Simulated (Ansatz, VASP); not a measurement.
Rh in VASP and in Ansatz

File POSCAR:

```
Rh
1.0
    0.0000000000      1.9168305996      1.9168305996
    1.9168305996      0.0000000000      1.9168305996
    1.9168305996      1.9168305996      0.0000000000
Rh
1
Direct
    0.0000000000      0.0000000000      0.0000000000
```

INCAR.step1

```
ALGO = Normal ; EDIFF = 1E-4
ENCUT = 520 ; GGA = PE
ISMEAR = 0 ; LASPH = True
LCHARG = False ; LREAL = False
LWAVE = True ; NBANDS = 14
NELM = 100 ; PREC = Accurate
SIGMA = 0.05
```

INCAR.step2

```
ALGO = Normal ; EDIFF = 1E-6
ENCUT = 520 ; ISIF = 2
ISMEAR = 0 ; ISTART = 1
LASPH = True ; LCHARG = False
LMIXTAU = True ; LREAL = False
LWAVE = False ; METAGGA = R2SCAN
NBANDS = 14 ; NELM = 100
PREC = Accurate ; SIGMA = 0.05
```

KPOINTS

```
k-points
0
Gamma
  18 18 18
```

Input for Ansatz:

```yaml
crystal:
  lattice:
    - [0.0, 1.9168306021, 1.9168306021]
    - [1.9168306021, 0.0, 1.9168306021]
    - [1.9168306021, 1.9168306021, 0.0]
  atoms:
    - { symbol: Rh, position: [0.0, 0.0, 0.0] }
basis:
  ecutwfc: 500
  ecutrho_ratio: 4
kpoints:
  mp_grid: { grid: [18, 18, 18] }
hamiltonian:
  xc: r2scan
scf:
  occupations: { method: gaussian, width: 0.05 }
output:
  forces: true
  stress: true
  eigenvalues: true
```

Alike in both runs: task single point; functional r2SCAN; k mesh 18 × 18 × 18; occupations gaussian, width 0.05 eV; no spin polarisation.

|  | VASP | Ansatz |
| --- | --- | --- |
| version | VASP 6.6.1 | Ansatz 0.2.0 |
| potentials or method | VASP PAW PBE potentials, release 64 (Rh_pv), cutoff 520 eV | scalar-relativistic, plane waves, PAW |
| valence electrons in the cell | 15 | 17 |

```tsv
	VASP	Ansatz	Ansatz less VASP
gap on the k mesh at the Fermi level (eV)	none	none	-
pressure (GPa)	-6.0	-7.1	-1.07
```

VASP's potentials were made for PBE, not for r2SCAN. A gap of «none» marks a metal or a gap that the smearing closes. VASP's potentials hold 15 valence electrons a cell and Ansatz's 17, so a difference there can come from the potentials and not from the codes.
